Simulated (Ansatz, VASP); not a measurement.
# Tc: VASP beside Ansatz

```xyz
2
Lattice="2.7400 0.0000 0.0000 -1.3700 2.3729 0.0000 0.0000 0.0000 4.3980" Properties=species:S:1:pos:R:3 pbc="T T T"
Tc    0.0000    1.5819    1.0995
Tc    1.3700    0.7910    3.4185
```

Alike in both runs: task electric field gradients; functional PBE; k mesh 17 × 17 × 9; occupations fermi-dirac, width 0.08 eV; no spin polarisation.

|  | VASP | Ansatz |
| --- | --- | --- |
| version | VASP 6.6.1 | Ansatz 0.2.0 |
| potentials or method | VASP PAW PBE potentials, release 64 (Tc_pv), cutoff 520 eV | all-electron PAW with datasets made for the crystal, scalar-relativistic |

|  | VASP | Ansatz | Ansatz less VASP |
| --- | --- | --- | --- |
| pressure (GPa) | 4.3 | 5.0 | +0.64 |
| traceless stress, the component that is largest in VASP (GPa) | 0.88 | 0.88 | +0.001 |
| rms of the force components (eV/Å) | 0.261 | 0.276 | +0.0141 |
| size of Vzz on the site where it differs most (V/Å²) | 13.6 | 13.6 | +0.03 |

Atom by atom the forces differ by 0.014 eV/Å (rms over components). Ansatz ran all-electron here, and VASP with PAW potentials.
